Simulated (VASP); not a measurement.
# BeS (l.bB) (F-43m) in VASP: a series of runs

Runs on BeS (l.bB). Level: LDA. Tasks: single point, relaxation of cell and atoms.

Program: VASP 6.6.1. These are calculated values, not measurements. Logs are shortened: lines on timing, memory, paths and dates and some standing lists are left out, and cuts for length are marked.

**1. The cell of the first run**

It takes space group F-43m (No. 216, cubic). The conventional cell has a = 4.796 Å, b = 4.796 Å, c = 4.796 Å, α = 90.00°, β = 90.00°, γ = 90.00°. Be (site symmetry -43m) has 4 S at 2.08 Å within 2.7 Å. S (site symmetry -43m) has 4 Be at 2.08 Å within 2.7 Å.

**2. Single point, LDA**

File INCAR:

```
PREC     = Accurate       # precision mode
ENCUT    = 600            # plane-wave cutoff, eV
EDIFF    = 1E-6           # SCF threshold, eV
ISMEAR   = 0              # smearing method
SIGMA    = 0.02           # smearing width, eV
LREAL    = False          # projectors in reciprocal space
LASPH    = True           # aspherical terms in the spheres
NELM     = 120            # most SCF steps
ALGO     = Normal         # electronic algorithm
ISIF     = 2              # what is computed and relaxed
LWAVE    = False          # write WAVECAR
LCHARG   = False          # write CHGCAR
NBANDS   = 11             # bands
GGA_COMPAT= False
```

File KPOINTS:

```
regular mesh
0
Gamma
  8 8 8
```

File POSCAR:

```
BeS
1.0
    0.0000000000      2.3980339857      2.3980339857
    2.3980339857      0.0000000000      2.3980339857
    2.3980339857      2.3980339857      0.0000000000
Be S
1 1
Direct
    0.0000000000      0.0000000000      0.0000000000
    0.2500000000      0.2500000000      0.2500000000
```

Potentials or basis: VASP PAW LDA potentials, release 64 (Be, S).

The run is started by

```sh
$ cat potpaw_LDA.64/Be/POTCAR potpaw_LDA.64/S/POTCAR > POTCAR
$ mpirun -np 1 vasp_std > vasp.out
```

OUTCAR:

```text
PREC = Accurate
   ENCUT = 600
   EDIFF = 1E-6
   ISMEAR = 0
   LREAL = False
   LASPH = True
   NELM = 120
   ISIF = 2

 ion  position               nearest neighbor table
   1  0.000  0.000  0.000-   2 2.08   2 2.08   2 2.08   2 2.08
   2  0.250  0.250  0.250-   1 2.08   1 2.08   1 2.08   1 2.08

  LATTYP: Found a face centered cubic cell.
 ALAT       =     4.7960679714

  Lattice vectors:

 A1 = (   0.0000000000,   2.3980339857,   2.3980339857)
 A2 = (   2.3980339857,   0.0000000000,   2.3980339857)
 A3 = (   2.3980339857,   2.3980339857,   0.0000000000)

Analysis of symmetry for initial positions (statically):
=====================================================================
 Subroutine PRICEL returns:
 Original cell was already a primitive cell.

 Routine SETGRP: Setting up the symmetry group for a
 face centered cubic supercell.

 Subroutine GETGRP returns: Found 24 space group operations
 (whereof 24 operations were pure point group operations)
 out of a pool of 48 trial point group operations.

The static configuration has the point symmetry T_d .

Analysis of symmetry for dynamics (positions and initial velocities):
=====================================================================
 Subroutine PRICEL returns:
 Original cell was already a primitive cell.

 Routine SETGRP: Setting up the symmetry group for a
 face centered cubic supercell.

 Subroutine GETGRP returns: Found 24 space group operations
 (whereof 24 operations were pure point group operations)
 out of a pool of 48 trial point group operations.

The dynamic configuration has the point symmetry T_d .

 Subroutine INISYM returns: Found 24 space group operations
 (whereof 24 operations are pure point group operations),
 and found     1 'primitive' translations

----------------------------------------------------------------------------------------

                                     Primitive cell

  volume of cell :      27.5801

  direct lattice vectors                    reciprocal lattice vectors
     0.000000000  2.398033986  2.398033986    -0.208504134  0.208504134  0.208504134
     2.398033986  0.000000000  2.398033986     0.208504134 -0.208504134  0.208504134
     2.398033986  2.398033986  0.000000000     0.208504134  0.208504134 -0.208504134

  length of vectors
     3.391332186  3.391332186  3.391332186     0.361139754  0.361139754  0.361139754

  position of ions in fractional coordinates (direct lattice)
     0.000000000  0.000000000  0.000000000
     0.250000000  0.250000000  0.250000000

  ion indices of the primitive-cell ions
   primitive index   ion index
                 1           1
                 2           2

----------------------------------------------------------------------------------------

 KPOINTS: regular mesh

Automatic generation of k-mesh.
 Grid dimensions read from file:
 generate k-points for:    8    8    8

 Generating k-lattice:

  Cartesian coordinates                     Fractional coordinates (reciprocal lattice)
    -0.026063017  0.026063017  0.026063017     0.125000000  0.000000000  0.000000000
     0.026063017 -0.026063017  0.026063017     0.000000000  0.125000000  0.000000000
     0.026063017  0.026063017 -0.026063017     0.000000000  0.000000000  0.125000000

  Length of vectors
     0.045142469  0.045142469  0.045142469

  Shift w.r.t. Gamma in fractional coordinates (k-lattice)
     0.000000000  0.000000000  0.000000000

 Subroutine IBZKPT returns following result:
 ===========================================

 Found     29 irreducible k-points:

 Following reciprocal coordinates:
            Coordinates               Weight
  0.000000  0.000000  0.000000      1.000000
  0.125000  0.000000  0.000000      8.000000
  0.250000  0.000000  0.000000      8.000000
  0.375000  0.000000  0.000000      8.000000
  0.500000  0.000000  0.000000      4.000000
  0.125000  0.125000  0.000000      6.000000
[... 16 lines left out ...]
  0.500000  0.250000  0.125000     48.000000
 -0.375000  0.250000  0.125000     24.000000
 [... further k-points ...]
   k-points           NKPTS =     29   k-points in BZ     NKDIM =     29   number of bands    NBANDS=     11
   number of dos      NEDOS =    301   number of ions     NIONS =      2
   total plane-waves  NPLWV =  21952
   dimension x,y,z NGX =    28 NGY =   28 NGZ =   28
   dimension x,y,z NGXF=    56 NGYF=   56 NGZF=   56
   ions per type =               1   1
   NGX,Y,Z   is equivalent  to a cutoff of  13.73, 13.73, 13.73 a.u.
   NGXF,Y,Z  is equivalent  to a cutoff of  27.45, 27.45, 27.45 a.u.
 SYSTEM =  unknown system
   PREC   = accura    normal or accurate (medium, high low for compatibility)
   ISTART =      0    job   : 0-new  1-cont  2-samecut
   ICHARG =      2    charge: 1-file 2-atom 10-const
   ISPIN  =      1    spin polarized calculation?
   LNONCOLLINEAR =      F non collinear calculations
   LSORBIT =      F    spin-orbit coupling
   LASPH  =      T    aspherical Exc in radial PAW
   ENCUT  =  600.0 eV  44.10 Ry    6.64 a.u.   6.77  6.77  6.77*2*pi/ulx,y,z
   NELM   =    120;   NELMIN=  2; NELMDL= -5     # of ELM steps
   EDIFF  = 0.1E-05   stopping-criterion for ELM
   LREAL  =      F    real-space projection
   EDIFFG = 0.1E-04   stopping-criterion for IOM
   NSW    =      0    number of steps for IOM
   IBRION =     -1    ionic relax: 0-MD 1-quasi-New 2-CG
   NFREE  =      0    steps in history (QN), initial steepest desc. (CG)
   ISIF   =      2    stress and relaxation
   ISYM   =      2    0-nonsym 1-usesym 2-fastsym
   POTIM  = 0.5000    time-step for ionic-motion
   TEBEG  =    0.0;   TEEND  =   0.0 temperature during run
   PSTRESS=    0.0 pullay stress
   NELECT =       8.0000    total number of electrons
   NUPDOWN=      -1.0000    fix difference up-down
   EMIN   =  10.00;   EMAX   =-10.00  energy-range for DOS
   EFERMI =   0.00;   METHOD = LEGACY
   ISMEAR =     0;   SIGMA  =   0.02  broadening in eV -4-tet -1-fermi 0-gaus
   EFERMI_NEDOS =   21; number of points for ismear=-14 and -15
   IALGO  =     38    algorithm
   IMIX   =      4    mixing-type and parameters
     AMIX     =   0.40;   BMIX     =  1.00
     AMIX_MAG =   1.60;   BMIX_MAG =  1.00
  volume/ion in A,a.u.               =      13.79        93.06
  Fermi-wavevector in a.u.,A,eV,Ry     =   1.083693  2.047882 15.978545  1.174390
  Thomas-Fermi vector in A             =   2.219765
   LORBIT       =      0    0 simple, 1 ext, 2 COOP (PROOUT), +10 PAW based schemes
   GGA     = CA    functional components
   LHFCALC =     F    Hartree Fock is set to
   AEXX    =    0.0000 exact exchange contribution
   IVDW    =     0    specifies the selected vdW correction
   LEPSILON=     F    determine dielectric tensor
   LRPA    =     F    only Hartree local field effects (RPA)
 non-spin polarized calculation
 Gauss-broadening in eV      SIGMA  =   0.02
  energy-cutoff  :      600.00
  volume of cell :       27.58
 maximum number of plane-waves:       941
   NGX = 13   NGY = 13   NGZ = 13

 number of electron       8.0000001 magnetization

 Free energy of the ion-electron system (eV)
  ---------------------------------------------------
  ext. energy  EPLUGINS =         0.00000000
  ---------------------------------------------------
  free energy    TOTEN  =       -11.14260598 eV

  energy without entropy =      -11.14260598  energy(sigma->0) =      -11.14260598

 E-fermi :   4.5106     XC(G=0): -10.1232

 val. band max:        4.3825568996   @ k =   0.0000   0.0000   0.0000
 cond. band min:       7.2133887503   @ k =   0.5000   0.5000   0.0000
 fundamental gap:      2.8308318506
 Fermi energy:         4.5106347754

 k-point     1 :       0.0000    0.0000    0.0000
  band No.  band energies     occupation
      1      -9.5023      2.00000
      2       4.3826      2.00000
      3       4.3826      2.00000
      4       4.3826      2.00000
      5       9.9104      0.00000
      6       9.9104      0.00000
      7       9.9104      0.00000
      8      10.3449      0.00000
      9      17.2628      0.00000
     10      17.2628      0.00000
     11      19.2515      0.00000

 k-point     2 :       0.1250    0.0000    0.0000
  band No.  band energies     occupation
      1      -9.3157      2.00000
      2       3.1233      2.00000
      3       4.1683      2.00000
      4       4.1683      2.00000
      5       9.9003      0.00000
      6      10.2852      0.00000
      7      10.2852      0.00000
      8      11.6316      0.00000
      9      16.5088      0.00000
     10      16.5088      0.00000
     11      18.9683      0.00000

 k-point     3 :       0.2500    0.0000    0.0000
  band No.  band energies     occupation
      1      -8.7985      2.00000
      2       0.9296      2.00000
      3       3.7465      2.00000
      4       3.7465      2.00000
      5       9.8956      0.00000
      6      10.8462      0.00000
      7      10.8462      0.00000
      8      13.7314      0.00000
      9      16.2480      0.00000
     10      16.2480      0.00000
     11      18.5196      0.00000

 k-point     4 :       0.3750    0.0000    0.0000
  band No.  band energies     occupation
      1      -8.1316      2.00000
      2      -0.9148      2.00000
      3       3.4108      2.00000
      4       3.4108      2.00000
      5       9.8782      0.00000
      6      10.8969      0.00000
      7      10.8969      0.00000
      8      15.1049      0.00000
      9      17.6567      0.00000
     10      17.6567      0.00000
     11      18.8239      0.00000

 k-point     5 :       0.5000    0.0000    0.0000
  band No.  band energies     occupation
      1      -7.7772      2.00000
      2      -1.6806      2.00000
      3       3.2890      2.00000
      4       3.2890      2.00000
      5       9.8668      0.00000
      6      10.8115      0.00000
      7      10.8115      0.00000
      8      15.4548      0.00000
      9      19.4309      0.00000
     10      19.4309      0.00000
     11      19.5880      0.00000
[... 211 lines left out ...]
 k-point    21 :       0.5000    0.5000    0.0000
  band No.  band energies     occupation
      1      -7.1981      2.00000
      2      -0.8308      2.00000
      3       1.5908      2.00000
      4       1.5908      2.00000
      5       7.2134      0.00000
      6       9.1565      0.00000
      7      17.2660      0.00000
      8      17.2660      0.00000
      9      20.1328      0.00000
     10      20.9573      0.00000
     11      21.4124      0.00000

 k-point    22 :       0.3750    0.2500    0.1250
  band No.  band energies     occupation
      1      -8.3740      2.00000
      2       0.7045      2.00000
      3       2.1090      2.00000
      4       3.1947      2.00000
      5       9.7643      0.00000
      6      11.5916      0.00000
      7      11.8778      0.00000
      8      12.9247      0.00000
      9      16.0573      0.00000
     10      18.8794      0.00000
     11      20.3675      0.00000

 k-point    23 :       0.5000    0.2500    0.1250
  band No.  band energies     occupation
      1      -7.7839      2.00000
      2      -0.5285      2.00000
      3       1.5647      2.00000
      4       2.6901      2.00000
      5      10.2382      0.00000
      6      11.1172      0.00000
      7      12.8909      0.00000
      8      13.6438      0.00000
      9      17.0682      0.00000
     10      18.8164      0.00000
     11      21.0092      0.00000

 k-point    24 :      -0.3750    0.2500    0.1250
  band No.  band energies     occupation
      1      -7.4820      2.00000
      2      -1.1243      2.00000
      3       1.4758      2.00000
      4       2.4264      2.00000
      5      10.2979      0.00000
      6      10.9366      0.00000
      7      13.5716      0.00000
      8      14.9111      0.00000
      9      15.7889      0.00000
     10      19.8154      0.00000
     11      20.4346      0.00000

 [... further k-points ...]
[... 5 lines left out ...]
  --------------------------------------------------------------------------------------
  -------------------------------------------------------------------------------------
  Total        0.0143842      0.0143842      0.0143842      0.0000000      0.0000000      0.0000000
  in kB        0.8356056      0.8356056      0.8356056      0.0000000      0.0000000      0.0000000
  external PRESSURE =       0.8356056 kB  Pullay stress =       0.0000000 kB

 VOLUME and BASIS-vectors are now :
 -----------------------------------------------------------------------------
  energy-cutoff  :      600.00
  volume of cell :       27.58
      direct lattice vectors                 reciprocal lattice vectors
     0.000000000  2.398033986  2.398033986    -0.208504134  0.208504134  0.208504134
     2.398033986  0.000000000  2.398033986     0.208504134 -0.208504134  0.208504134
     2.398033986  2.398033986  0.000000000     0.208504134  0.208504134 -0.208504134

 POSITION                                       TOTAL-FORCE (eV/Angst)
 -----------------------------------------------------------------------------------
      0.00000      0.00000      0.00000        -0.000000     -0.000000     -0.000000
      1.19902      1.19902      1.19902         0.000000      0.000000      0.000000
 -----------------------------------------------------------------------------------
    total drift:                                0.000000      0.000000      0.000000

  FREE ENERGIE OF THE ION-ELECTRON SYSTEM (eV)
  ---------------------------------------------------
  free  energy   TOTEN  =       -11.1426059813 eV

  energy  without entropy=      -11.1426059813  energy(sigma->0) =      -11.14260598
```

It took 4.4 s on 1 thread of Intel Xeon 6975P-C (Granite Rapids), shared host; peak memory 0.13 GiB.

Results:

* Free energy: -11.1426 eV
* Pressure: 0.1 GPa
* Band gap on the k mesh: 2.83 eV, indirect (least direct gap 5.53 eV)

Levels at points of the mesh, in eV from the valence-band top:
| k point | band 1 | band 2 | band 3 | band 4 | band 5 | band 6 | band 7 | band 8 | band 9 |
| --- | --- | --- | --- | --- | --- | --- | --- | --- | --- |
| (0.00, 0.00, 0.00) | -13.88 | 0.00 | 0.00 | 0.00 | 5.53 | 5.53 | 5.53 | 5.96 | 12.88 |
| (0.50, 0.00, 0.00) | -12.16 | -6.06 | -1.09 | -1.09 | 5.48 | 6.43 | 6.43 | 11.07 | 15.05 |
| (0.50, 0.50, 0.00) | -11.58 | -5.21 | -2.79 | -2.79 | 2.83 | 4.77 | 12.88 | 12.88 | 15.75 |

**3. Relaxation of cell and atoms, LDA**

This run uses another cell than the first one, of 14.17 Å³/atom, 1.028 times its volume.

File INCAR:

```
SYSTEM = BeS
PREC = Accurate ; ENCUT = 600
EDIFF = 1E-7 ; ISMEAR = 0
SIGMA = 0.02 ; LREAL = .FALSE.
LASPH = .TRUE. ; NELM = 120
ALGO = Normal ; ISIF = 3
LWAVE = .FALSE. ; LCHARG = .FALSE.
GGA = CA ; IBRION = 2
NSW = 100 ; EDIFFG = -0.002
GGA_COMPAT = .FALSE. ; NELMIN = 4
```

File KPOINTS:

```
regular mesh
0
G
  8 8 8
  0 0 0
```

File POSCAR:

```
BeS
1.0
    0.0000000000      2.4200000000      2.4200000000
    2.4200000000      0.0000000000      2.4200000000
    2.4200000000      2.4200000000      0.0000000000
Be S
1 1
Direct
    0.0000000000      0.0000000000      0.0000000000
    0.2500000000      0.2500000000      0.2500000000
```

Potentials or basis: VASP PAW LDA potentials, release 64 (Be, S).

The run is started by

```sh
$ cat potpaw_LDA.64/Be/POTCAR potpaw_LDA.64/S/POTCAR > POTCAR
$ mpirun -np 1 vasp_std > vasp.out
```

Wall time 7.4 s (1 thread of Intel Xeon 6975P-C (Granite Rapids), shared host); peak memory 0.14 GiB.

Results (log left out):

- Free energy: -11.1427 eV
- Relaxed volume: 13.80 Å³/atom
- Relaxed cell: a = 3.392 Å, b = 3.392 Å, c = 3.392 Å, α = 60.00°, β = 60.00°, γ = 60.00°
- Space group after relaxing (to 0.05 Å): F-43m (No. 216)
- Energy gained by relaxing: 3.0 meV/atom
- Ionic steps: 3
- Pressure after relaxing: 0.0 GPa
- Band gap on the k mesh: 2.83 eV, indirect (least direct gap 5.53 eV)

The path:
```csv
step,energy change (eV),largest force (eV/Å),pressure (GPa),volume (Å³)
1,0.0000,0.0000,-2.58,28.34
2,-0.0057,0.0000,0.68,27.42
3,-0.0061,0.0000,0.00,27.60
```

Final structure:
```xyz
2
Lattice="0.0000 2.3987 2.3987 2.3987 0.0000 2.3987 2.3987 2.3987 0.0000" Properties=species:S:1:pos:R:3 pbc="T T T"
Be    0.0000    0.0000    0.0000
S     1.1993    1.1993    1.1993
```

Levels at points of the mesh, in eV from the valence-band top:
```tsv
k point	band 1	band 2	band 3	band 4	band 5	band 6	band 7	band 8
(0.00, 0.00, 0.00)	-13.88	0.00	0.00	0.00	5.53	5.53	5.53	5.96
(0.50, 0.00, 0.00)	-12.16	-6.06	-1.09	-1.09	5.48	6.43	6.43	11.07
(0.50, 0.50, 0.00)	-11.58	-5.21	-2.79	-2.79	2.83	4.77	12.88	12.88
```

A k mesh can miss the band edges. A hybrid or GW would open this gap; LDA tends to underestimate it.
